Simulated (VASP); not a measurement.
# CoO (C2/m) in VASP: a series of runs, part 3 of 3

VASP 6.6.1.

## 5. Electric field gradients, PBE, collinear spin, ferromagnetic start (equal xy, yz and zx shear strains of -3 %)

Input file INCAR:

```
PREC = Accurate ; ENCUT = 520
EDIFF = 1E-8 ; ISMEAR = -1
SIGMA = 0.03 ; LREAL = False
LASPH = True ; NELM = 150
ALGO = Normal ; ISIF = 2
LWAVE = False ; LCHARG = False
ISPIN = 2 ; MAGMOM = 2 0
LORBIT = 11 ; LMAXMIX = 4
GGA = PE ; LEFG = True
NBANDS = 18
```

Input file KPOINTS:

```
regular mesh
0
Gamma
  13 13 15
```

Input file POSCAR:

```
CoO
1.0
   -1.5622289045      1.4990114059      2.1072499549
    1.4990114059     -1.5622289045      2.1072499549
    1.5169888999      1.5169888999     -2.1524899595
Co O
1 1
Direct
    0.0000000000      0.0000000000      0.0000000000
    0.5000000000      0.5000000000      0.0000000000
```

Potentials or basis: VASP PAW PBE potentials, release 64 (Co, O).

Started as:

```sh
> cat potpaw_PBE.64/Co/POTCAR potpaw_PBE.64/O/POTCAR > POTCAR
> mpirun -np 1 vasp_std > vasp.out
```

OUTCAR:

```text
PREC = Accurate
   ENCUT = 520
   EDIFF = 1E-8
   ISMEAR = -1
   LREAL = False
   LASPH = True
   NELM = 150
   ISIF = 2
   ISPIN = 2
   LORBIT = 11
   GGA = PE

 ion  position               nearest neighbor table
   1  0.000  0.000  0.000-   2 2.10   2 2.10   2 2.11   2 2.11   2 2.16   2 2.16
   2  0.500  0.500  0.000-   1 2.10   1 2.10   1 2.11   1 2.11   1 2.16   1 2.16

  Warning from LATTYP: Got some problem with cell dimensions!
  Tried to take original basis but could not verify dimensions!
  LATTYP: Found a base centered monoclinic cell.
 ALAT       =     4.2022636955
 B/A-ratio  =     1.0302179678
 C/A-ratio  =     0.6929207663
 COS(beta)  =    -0.6906532873

  Lattice vectors:

 A1 = (  -3.0160003058,   0.0452400046,   0.0452400046)
 A2 = (   0.0452400046,  -3.0160003058,   0.0452400046)
 A3 = (   1.4537714013,   1.4537714013,   2.0620099503)

Analysis of symmetry for initial positions (statically):
=====================================================================
 Subroutine PRICEL returns:
 Original cell was already a primitive cell.

 Routine SETGRP: Setting up the symmetry group for a
 base centered monoclinic supercell.

 Subroutine GETGRP returns: Found  4 space group operations
 (whereof  4 operations were pure point group operations)
 out of a pool of  4 trial point group operations.

The static configuration has the point symmetry C_2h.

Analysis of symmetry for dynamics (positions and initial velocities):
=====================================================================
 Subroutine PRICEL returns:
 Original cell was already a primitive cell.

 Routine SETGRP: Setting up the symmetry group for a
 base centered monoclinic supercell.

 Subroutine GETGRP returns: Found  4 space group operations
 (whereof  4 operations were pure point group operations)
 out of a pool of  4 trial point group operations.

The dynamic configuration has the point symmetry C_2h.

Analysis of structural, dynamic, and magnetic symmetry:
=====================================================================
 Subroutine PRICEL returns:
 Original cell was already a primitive cell.

 Routine SETGRP: Setting up the symmetry group for a
 base centered monoclinic supercell.

 Subroutine GETGRP returns: Found  4 space group operations
 (whereof  4 operations were pure point group operations)
 out of a pool of  4 trial point group operations.

The overall configuration has the point symmetry C_2h.

 Subroutine INISYM returns: Found  4 space group operations
 (whereof  4 operations are pure point group operations),
 and found     1 'primitive' translations

----------------------------------------------------------------------------------------

                                     Primitive cell

  volume of cell :      19.1550

  direct lattice vectors                    reciprocal lattice vectors
    -1.562228904  1.499011406  2.107249955     0.008666513  0.335331492  0.242436046
     1.499011406 -1.562228904  2.107249955     0.335331492  0.008666513  0.242436046
     1.516988900  1.516988900 -2.152489959     0.336768019  0.336768019  0.010103041

  length of vectors
[... 107 lines left out ...]
   GGA     = PE    functional components
   LHFCALC =     F    Hartree Fock is set to
   AEXX    =    0.0000 exact exchange contribution
   IVDW    =     0    specifies the selected vdW correction
   LEPSILON=     F    determine dielectric tensor
   LRPA    =     F    only Hartree local field effects (RPA)
 spin polarized calculation
  energy-cutoff  :      520.00
  volume of cell :       19.16
 maximum number of plane-waves:       533
   NGX = 11   NGY = 11   NGZ = 11

 number of electron      15.0000001 magnetization       2.8790163

 Free energy of the ion-electron system (eV)
  ---------------------------------------------------
  ext. energy  EPLUGINS =         0.00000000
  ---------------------------------------------------
  free energy    TOTEN  =       -13.05497650 eV

  energy without entropy =      -13.04333277  energy(sigma->0) =      -13.04915463

 E-fermi :   8.0217     XC(G=0): -12.4584

 val. band max:        8.0215589172   @ k =   0.4615   0.0769   0.2000
 cond. band min:       8.0233529153   @ k =  -0.0769  -0.0769   0.4000
 fundamental gap:      0.0017939980
 Fermi energy:         8.0217219125

 spin component 1

 k-point     1 :       0.0000    0.0000    0.0000
  band No.  band energies     occupation
      1     -12.2460      1.00000
      2       4.7026      1.00000
      3       4.7033      1.00000
      4       4.7739      1.00000
      5       4.8308      1.00000
      6       4.8903      1.00000
[... 493 lines left out ...]
     17      34.7006      0.00000
     18      36.2175      0.00000

 [... further k-points ...]

 spin component 2

 k-point     1 :       0.0000    0.0000    0.0000
  band No.  band energies     occupation
      1     -11.7527      1.00000
      2       5.2181      1.00000
      3       5.5059      1.00000
      4       5.5503      1.00000
      5       6.8173      1.00000
      6       6.8851      1.00000
[... 493 lines left out ...]
     17      35.0419      0.00000
     18      36.7592      0.00000

 [... further k-points ...]
[... 5 lines left out ...]
  --------------------------------------------------------------------------------------
  -------------------------------------------------------------------------------------
  Total       -0.0785102     -0.0785102     -0.0659291      0.0207228     -0.0592204     -0.0591877
  in kB       -6.5668067     -6.5668067     -5.5144832      1.7333127     -4.9533514     -4.9506192
  external PRESSURE =      -6.2160322 kB  Pullay stress =       0.0000000 kB

 VOLUME and BASIS-vectors are now :
 -----------------------------------------------------------------------------
  energy-cutoff  :      520.00
  volume of cell :       19.16
      direct lattice vectors                 reciprocal lattice vectors
    -1.562228904  1.499011406  2.107249955     0.008666513  0.335331492  0.242436046
     1.499011406 -1.562228904  2.107249955     0.335331492  0.008666513  0.242436046
     1.516988900  1.516988900 -2.152489959     0.336768019  0.336768019  0.010103041

 POSITION                                       TOTAL-FORCE (eV/Angst)
 -----------------------------------------------------------------------------------
      0.00000      0.00000      0.00000         0.000000     -0.000000     -0.000000
     -0.03161     -0.03161      2.10725        -0.000000      0.000000      0.000000
 -----------------------------------------------------------------------------------
    total drift:                               -0.000000      0.000000     -0.000000

  FREE ENERGIE OF THE ION-ELECTRON SYSTEM (eV)
  ---------------------------------------------------
  free  energy   TOTEN  =       -13.0549764974 eV

  energy  without entropy=      -13.0433327668  energy(sigma->0) =      -13.04915463

 Electric field gradients (V/A^2)
---------------------------------------------------------------------
 ion       V_xx      V_yy      V_zz      V_xy      V_xz      V_yz
---------------------------------------------------------------------
   1      -1.931    -1.931     3.863    10.215    -7.759    -7.759
   2      -1.150    -1.150     2.299     4.023    -6.050    -6.050
---------------------------------------------------------------------

 Electric field gradients after diagonalization (V/A^2)
 (convention: |V_zz| > |V_xx| > |V_yy|)
----------------------------------------------------------------------
 ion       V_xx      V_yy      V_zz     asymmetry (V_yy - V_xx)/ V_zz
----------------------------------------------------------------------
   1     -12.146    -5.120    17.266       0.407
   2      -5.975    -5.173    11.148       0.072
----------------------------------------------------------------------

           NMR quadrupolar parameters

 Cq : quadrupolar parameter    Cq=e*Q*V_zz/h
 eta: asymmetry parameters     (V_yy - V_xx)/ V_zz
 Q  : nuclear electric quadrupole moment in mb (millibarn)
----------------------------------------------------------------------
 ion       Cq(MHz)       eta       Q (mb)
----------------------------------------------------------------------
   1       0.042       0.407       1.000
   2       0.027       0.072       1.000
----------------------------------------------------------------------

 total charge

# of ion       s       p       d       tot
------------------------------------------
    1        0.297   0.363   7.152   7.811
    2        1.556   3.427   0.000   4.983
--------------------------------------------------
tot          1.853   3.789   7.152  12.794

 magnetization (x)

# of ion       s       p       d       tot
------------------------------------------
    1        0.021   0.018   2.498   2.536
    2        0.029   0.264   0.000   0.293
--------------------------------------------------
tot          0.050   0.282   2.498   2.829
```

OSZICAR:

```text
N       E                     dE             d eps       ncg     rms          rms(c)
DAV:   1     0.771941057271E+02    0.77194E+02   -0.65796E+03 51524   0.959E+02
[... 16 lines left out ...]
DAV:  18    -0.130549916986E+02    0.46091E-05   -0.21551E-05 71196   0.928E-02    0.593E-02
DAV:  19    -0.130549844167E+02    0.72819E-05   -0.15560E-05 66944   0.876E-02    0.366E-02
DAV:  20    -0.130549795066E+02    0.49102E-05   -0.11581E-05 73926   0.761E-02    0.208E-02
DAV:  21    -0.130549763432E+02    0.31634E-05   -0.74734E-06 71144   0.432E-02    0.571E-03
DAV:  22    -0.130549764658E+02   -0.12264E-06   -0.10923E-06 71716   0.127E-02    0.303E-03
DAV:  23    -0.130549764961E+02   -0.30268E-07   -0.69411E-07 65740   0.875E-03    0.789E-04
DAV:  24    -0.130549764974E+02   -0.13597E-08   -0.59842E-08 61542   0.208E-03
   1 F= -.13054976E+02 E0= -.13049155E+02  d E =-.116437E-01  mag=     2.8790
```

It took 18 min on 1 thread of Oxide Virtual Turin-like, shared host; peak memory 0.42 GiB.

What came out:

* Free energy: -13.0550 eV
* Pressure: -0.6 GPa
* Net moment: 2.88 μB per cell
* Site moments: Co +2.54; O +0.29 μB
* Largest electric field gradient by atom: Co +17.3; O +11.1 V/Å²
* Valence electrons inside the program's atomic spheres: Co 7.81; O 4.98

Stress tensor (GPa, compression positive):
```
-0.66  0.17 -0.50
 0.17 -0.66 -0.50
-0.50 -0.50 -0.55
```

Electric field gradients, principal values (V/Å²):
```
atom   least   middle  greatest (by size)
1 Co  -5.120  -12.146              17.266
 2 O  -5.173   -5.975              11.148
```

Caveat: the cell differs from its parent crystal (equal xy, yz and zx shear strains of -3 %); without QUAD_EFG the Cq values of the log hold for a quadrupole moment of 1 mb, not for the nuclei; a cell with one magnetic atom can't hold antiferromagnetic order, which such compounds often take; semilocal functionals often make such compounds metallic where correlation or magnetic order opens a gap, which also shifts bond lengths.

## 6. Electric field gradients, PBE, collinear spin, ferromagnetic start (equal xy, yz and zx shear strains of -2 %)

Input file INCAR:

```
SYSTEM = CoO
PREC = Accurate
ENCUT = 520
EDIFF = 1E-8
ISMEAR = -1
SIGMA = 0.03
LREAL = .False.
LASPH = .True.
NELM = 150
ALGO = Normal
ISIF = 2
LWAVE = .False.
LCHARG = .False.
ISPIN = 2
MAGMOM = 2 0
LORBIT = 11
LMAXMIX = 4
GGA = PE
LEFG = .True.
NBANDS = 18
```

Input file KPOINTS:

```
regular mesh
0
Gamma
  13 13 15
  0 0 0
```

Input file POSCAR:

```
CoO
1.0
   -1.5441526540      1.5020076549      2.1072499549
    1.5020076549     -1.5441526540      2.1072499549
    1.5139926509      1.5139926509     -2.1374099580
Co O
1 1
Direct
    0.0000000000      0.0000000000      0.0000000000
    0.5000000000      0.5000000000      0.0000000000
```

Potentials or basis: VASP PAW PBE potentials, release 64 (Co, O).

Started as:

```sh
> cat potpaw_PBE.64/Co/POTCAR potpaw_PBE.64/O/POTCAR > POTCAR
> mpirun -np 1 vasp_std > vasp.out
```

OUTCAR:

```text
SYSTEM = CoO
   PREC = Accurate
   ENCUT = 520
   EDIFF = 1E-8
   ISMEAR = -1
   LREAL = .False.
   LASPH = .True.
   NELM = 150
   ISIF = 2
   ISPIN = 2
   LORBIT = 11
   GGA = PE

 ion  position               nearest neighbor table
   1  0.000  0.000  0.000-   2 2.11   2 2.11   2 2.11   2 2.11   2 2.15   2 2.15
   2  0.500  0.500  0.000-   1 2.11   1 2.11   1 2.11   1 2.11   1 2.15   1 2.15

  Warning from LATTYP: Got some problem with cell dimensions!
  Tried to take original basis but could not verify dimensions!
  LATTYP: Found a base centered monoclinic cell.
 ALAT       =     4.2149213387
 B/A-ratio  =     1.0220644410
 C/A-ratio  =     0.6976580259
 COS(beta)  =    -0.6962751057

  Lattice vectors:

 A1 = (   1.5441526540,  -1.5020076549,  -2.1072499549)
 A2 = (  -1.5020076549,   1.5441526540,  -2.1072499549)
 A3 = (   1.4718476518,   1.4718476518,   2.0770899518)

Analysis of symmetry for initial positions (statically):
=====================================================================
 Subroutine PRICEL returns:
 Original cell was already a primitive cell.

 Routine SETGRP: Setting up the symmetry group for a
 base centered monoclinic supercell.

 Subroutine GETGRP returns: Found  4 space group operations
 (whereof  4 operations were pure point group operations)
 out of a pool of  4 trial point group operations.

The static configuration has the point symmetry C_2h.

Analysis of symmetry for dynamics (positions and initial velocities):
=====================================================================
 Subroutine PRICEL returns:
[... 1198 lines left out ...]
  -------------------------------------------------------------------------------------
  Total       -0.0721270     -0.0721270     -0.0605114      0.0123483     -0.0677623     -0.0677367
  in kB       -6.0306046     -6.0306046     -5.0594165      1.0324538     -5.6656650     -5.6635280
  external PRESSURE =      -5.7068752 kB  Pullay stress =       0.0000000 kB

 VOLUME and BASIS-vectors are now :
 -----------------------------------------------------------------------------
  energy-cutoff  :      520.00
  volume of cell :       19.16
      direct lattice vectors                 reciprocal lattice vectors
    -1.544152654  1.502007655  2.107249955     0.005747030  0.334029162  0.240673838
     1.502007655 -1.544152654  2.107249955     0.334029162  0.005747030  0.240673838
     1.513992651  1.513992651 -2.137409958     0.334981767  0.334981767  0.006699635

 POSITION                                       TOTAL-FORCE (eV/Angst)
 -----------------------------------------------------------------------------------
      0.00000      0.00000      0.00000         0.000000     -0.000000     -0.000000
     -0.02107     -0.02107      2.10725        -0.000000      0.000000      0.000000
 -----------------------------------------------------------------------------------
    total drift:                               -0.000000      0.000000     -0.000000

  FREE ENERGIE OF THE ION-ELECTRON SYSTEM (eV)
  ---------------------------------------------------
  free  energy   TOTEN  =       -13.0537851886 eV

  energy  without entropy=      -13.0419133366  energy(sigma->0) =      -13.04784926

 Electric field gradients (V/A^2)
---------------------------------------------------------------------
 ion       V_xx      V_yy      V_zz      V_xy      V_xz      V_yz
---------------------------------------------------------------------
   1      -3.225    -3.225     6.450     7.689    -5.724    -5.724
   2      -1.082    -1.082     2.163     2.692    -3.956    -3.956
---------------------------------------------------------------------

 Electric field gradients after diagonalization (V/A^2)
 (convention: |V_zz| > |V_xx| > |V_yy|)
----------------------------------------------------------------------
 ion       V_xx      V_yy      V_zz     asymmetry (V_yy - V_xx)/ V_zz
----------------------------------------------------------------------
   1     -10.914    -2.699    13.613       0.603
   2      -3.774    -3.714     7.488       0.008
----------------------------------------------------------------------

           NMR quadrupolar parameters

 Cq : quadrupolar parameter    Cq=e*Q*V_zz/h
 eta: asymmetry parameters     (V_yy - V_xx)/ V_zz
 Q  : nuclear electric quadrupole moment in mb (millibarn)
----------------------------------------------------------------------
 ion       Cq(MHz)       eta       Q (mb)
----------------------------------------------------------------------
   1       0.033       0.603       1.000
   2       0.018       0.008       1.000
----------------------------------------------------------------------

 total charge

# of ion       s       p       d       tot
------------------------------------------
    1        0.297   0.362   7.150   7.808
    2        1.556   3.427   0.000   4.984
--------------------------------------------------
tot          1.853   3.790   7.150  12.792

 magnetization (x)

# of ion       s       p       d       tot
------------------------------------------
    1        0.021   0.018   2.509   2.547
    2        0.029   0.268   0.000   0.297
--------------------------------------------------
tot          0.050   0.286   2.509   2.844
```

It took 12 min on 1 thread of Oxide Virtual Turin-like, shared host; peak memory 0.42 GiB.

Results:

| Item | Value |
| --- | --- |
| Free energy | -13.0538 eV |
| Pressure | -0.6 GPa |
| Net moment | 2.89 μB per cell |
| Site moments | Co +2.55; O +0.30 μB |
| Largest electric field gradient by atom | Co +13.6; O +7.5 V/Å² |
| Valence electrons inside the program's atomic spheres | Co 7.81; O 4.98 |

Stress tensor (GPa, compression positive):
```
-0.60  0.10 -0.57
 0.10 -0.60 -0.57
-0.57 -0.57 -0.51
```

Electric field gradients, principal values (V/Å²):
```
atom   least   middle  greatest (by size)
1 Co  -2.699  -10.914              13.613
 2 O  -3.714   -3.774               7.488
```

Caveat: the cell differs from its parent crystal (equal xy, yz and zx shear strains of -2 %); without QUAD_EFG the Cq values of the log hold for a quadrupole moment of 1 mb, not for the nuclei; a cell with one magnetic atom can't hold antiferromagnetic order, which such compounds often take; semilocal functionals often make such compounds metallic where correlation or magnetic order opens a gap, which also shifts bond lengths.

## 7. Overview

| cell | gap on the mesh (eV) | pressure (GPa) | moment (μB) |
| --- | --- | --- | --- |
| a = 2.983, b = 2.983, c = 2.971 Å, angles 119.1, 119.1, 90.1°, 2 atoms | none | -0.5 | 2.90 |
| a = 2.976, b = 2.976, c = 2.957 Å, angles 118.9, 118.9, 89.8°, 2 atoms | none | -0.5 | 2.89 |
| a = 3.021, b = 3.021, c = 3.039 Å, angles 120.3, 120.3, 91.5°, 2 atoms | none | -0.6 | 2.88 |
| a = 3.013, b = 3.013, c = 3.025 Å, angles 120.1, 120.1, 91.3°, 2 atoms | none | -0.6 | 2.89 |

Alike in all rows: task electric field gradients; level PBE; potentials or basis VASP PAW PBE potentials, release 64 (Co, O); spin collinear, ferromagnetic start; k mesh 13 × 13 × 15; cutoff (eV) 520; smearing fermi-dirac 0.03 eV.

Caveats: a cell with one magnetic atom can't hold antiferromagnetic order, which such compounds often take; semilocal functionals often make such compounds metallic where correlation or magnetic order opens a gap, which also shifts bond lengths.

Absolute energies hang on the potentials; compare differences alone.
